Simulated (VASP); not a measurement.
Input of a VASP 6.6.1 run:

File POSCAR:

```
NaI
1.0
   -0.0664348437      3.5431916657      3.5431916657
    3.5431916657     -0.0664348437      3.5431916657
    3.4767568220      3.4767568220      0.0000000000
Na I
1 1
Direct
   -0.0042629973     -0.0042629973      0.0042629973
    0.2542629973      0.2542629973      0.2457370027
```

The input INCAR.step1:

```
  PREC = Accurate
  ENCUT = 520
  EDIFF = 1E-5
  ISMEAR = 0
  SIGMA = 0.01
  LREAL = False
  LASPH = True
  NELM = 80
  ALGO = Normal
  ISIF = 2
  LWAVE = True
  LCHARG = False
  NBANDS = 14
  GGA = PE
```

INCAR.step2

```
  PREC = Accurate
  ENCUT = 520
  EDIFF = 1E-6
  ISMEAR = 0
  SIGMA = 0.01
  LREAL = False
  LASPH = True
  NELM = 80
  ALGO = Normal
  ISIF = 2
  LWAVE = False
  LCHARG = False
  GGA = PE
  LHFCALC = True
  HFSCREEN = 0.2079
  PRECFOCK = Normal
  NBANDS = 14
  ISTART = 1
```

The input KPOINTS:

```
Automatic mesh
0
Gamma
  4 4 4
```

Potentials or basis: VASP PAW PBE potentials, release 64 (Na_pv, I).

Run with:

```console
$ cat potpaw_PBE.64/Na_pv/POTCAR potpaw_PBE.64/I/POTCAR > POTCAR
$ cp INCAR.step1 INCAR
$ mpirun -np 1 vasp_std > vasp.out
$ cp INCAR.step2 INCAR
$ mpirun -np 1 vasp_std > vasp.out
```

(1) Estimate the band gap on the k mesh.

(2) Estimate the pressure.

Results:

(1) 4.73 eV.

(2) 0.2 GPa.

Caveat: the cell differs from its parent crystal (shear xy strain -3.8%); the structure was generated, so it needn't be the stable form of NaI; the PAW data sets were made with another functional, which shifts forces and pressure a little; spin-orbit coupling is left out, which moves the levels of the heavy elements.
